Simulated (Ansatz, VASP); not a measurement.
# Cs: VASP beside Ansatz

Contents of INCAR:

```
ALGO = Normal
EDIFF = 1E-7
ENCUT = 520
GGA = PE
ISIF = 2
ISMEAR = 0
LASPH = True
LCHARG = False
LREAL = False
LWAVE = False
NBANDS = 10
NELM = 60
PREC = Accurate
SIGMA = 0.1
```

The input KPOINTS:

```
k-points
0
Gamma
  12 12 12
```

Contents of POSCAR:

```
Cs
1.0
    4.8830634583      0.0000000000      0.0000000000
    0.0000000000      4.8830634583      0.0000000000
    0.0000000000      0.0000000000      4.8830634583
Cs
1
Direct
    0.5000000000      0.5000000000      0.5000000000
```

Input for Ansatz:

```yaml
crystal:
  lattice:
    - [4.8830634583, 0.0, 0.0]
    - [0.0, 4.8830634583, 0.0]
    - [0.0, 0.0, 4.8830634583]
  atoms:
    - { symbol: Cs, position: [0.5, 0.5, 0.5] }
basis:
  ecutwfc: 420
kpoints:
  mp_grid: { grid: [12, 12, 12] }
hamiltonian:
  xc: pbe
scf:
  occupations: { method: gaussian, width: 0.1 }
output:
  forces: true
  stress: true
  eigenvalues: true
```

Alike in both runs: task single point; functional PBE; k mesh 12 × 12 × 12; occupations gaussian, width 0.1 eV; no spin polarisation.

|  | VASP | Ansatz |
| --- | --- | --- |
| version | VASP 6.6.1 | Ansatz 0.2.0 |
| potentials or method | VASP PAW PBE potentials, release 64 (Cs_sv), cutoff 520 eV | scalar-relativistic, plane waves, PAW |
| valence electrons in the cell | 9 | 9 |

```tsv
	VASP	Ansatz	Ansatz less VASP
gap on the k mesh at the Fermi level (eV)	none	none	-
pressure (GPa)	0.2	0.2	+0.01
```

A gap of «none» marks a metal or a gap that the smearing closes.

Neither program's run includes spin-orbit coupling.
